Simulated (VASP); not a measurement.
**FeO: single point with PBE**

FeO:

```
Fe O
1.0
     0.00000    2.38188    2.38188
     2.38188    0.00000    2.38188
     2.38188    2.38188    0.00000
Fe O
1 1
Cartesian
  0.0000 0.0000 0.0000
  1.1909 1.1909 1.1909
```

| Quantity | Value |
| --- | --- |
| Program | VASP 6.6.1 |
| Task | single point |
| Functional | PBE |
| Potentials or basis | VASP PAW PBE potentials, release 64 (Fe, O) |
| Cutoff | 520 eV |
| k mesh | 10 × 10 × 10 |
| Occupations | fermi-dirac, width 0.05 eV |
| Spin | collinear spin, ferromagnetic start |
| Starting moments | [3.0, 0.0] μB |

```yaml
Pressure: -11.8 GPa
Band_gap_on_the_k_mesh: zero (filled and empty bands overlap)
Net_moment: 4.02 μB per cell
Site_moments: Fe +3.62; O +0.29 μB
Valence_electrons_inside_the_program's_atomic_spheres: Fe 6.67; O 4.96
```

Levels at points of the mesh, in eV from the Fermi level:
Spin up:
```
           k point  band 6  band 7  band 8  band 9  band 10  band 11  band 12  band 13
(0.00, 0.00, 0.00)   -3.52   -0.91   -0.61   -0.61    -0.61    12.20    12.20    12.20
(0.50, 0.00, 0.00)   -3.37   -3.21   -1.39   -1.39     4.20     5.58    11.74    11.74
(0.50, 0.50, 0.00)   -3.27   -2.75   -2.45   -2.45     4.03     7.88     9.49    12.02
```
Spin down:
| k point | band 3 | band 4 | band 5 | band 6 | band 7 | band 8 |
| --- | --- | --- | --- | --- | --- | --- |
| (0.00, 0.00, 0.00) | -4.73 | -4.73 | -0.33 | 0.13 | 0.13 | 2.11 |
| (0.50, 0.00, 0.00) | -4.53 | -4.53 | 0.08 | 0.27 | 0.27 | 1.40 |
| (0.50, 0.50, 0.00) | -4.36 | -4.36 | -0.85 | 0.43 | 0.50 | 0.80 |

Wall time 82 s on 1 thread of Intel(R) Xeon(R) Platinum 8488C (Sapphire Rapids), on a shared host, peak memory 0.19 GiB.

Caveat: a cell with one magnetic atom can't hold antiferromagnetic order, which such compounds often take; semilocal functionals often make such compounds metallic where correlation or magnetic order opens a gap, which also shifts bond lengths. With open d or f shells a metallic result of PBE can be an artefact of self-interaction; +U or a hybrid may open a gap.
